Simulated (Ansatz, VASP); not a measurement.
# One calculation of NaLa, two programs

```xyz
2
Lattice="3.6063 0.0000 0.0000 -1.8031 3.1231 0.0000 0.0000 0.0000 6.4838" Properties=species:S:1:pos:R:3 pbc="T T T"
La    0.0000    2.0821    3.2419
Na    0.0000    0.0000    0.0000
```

Alike in both runs: task single point; functional RPBE; k mesh 9 × 9 × 4; occupations gaussian, width 0.05 eV; no spin polarisation.

|  | VASP | Ansatz |
| --- | --- | --- |
| version | VASP 6.6.1 | Ansatz 0.2.0 |
| potentials or method | VASP PAW PBE potentials, release 64 (La, Na_pv), cutoff 520 eV | all-electron LAPW, scalar-relativistic |

VASP gave:

```
gap on the k mesh at the Fermi level (eV)                     : none
pressure (GPa)                                                : 0.9
traceless stress, the component that is largest in VASP (GPa) : -0.12
```

Task: Estimate Ansatz's values.

Result: gap on the k mesh at the Fermi level (eV): none; pressure (GPa): 0.9; traceless stress, the component that is largest in VASP (GPa): -0.11.

VASP's potentials were made for PBE, not for RPBE. A gap of «none» marks a metal or a gap that the smearing closes. Ansatz ran all-electron here, and VASP with PAW potentials.

Neither program's run includes spin-orbit coupling.
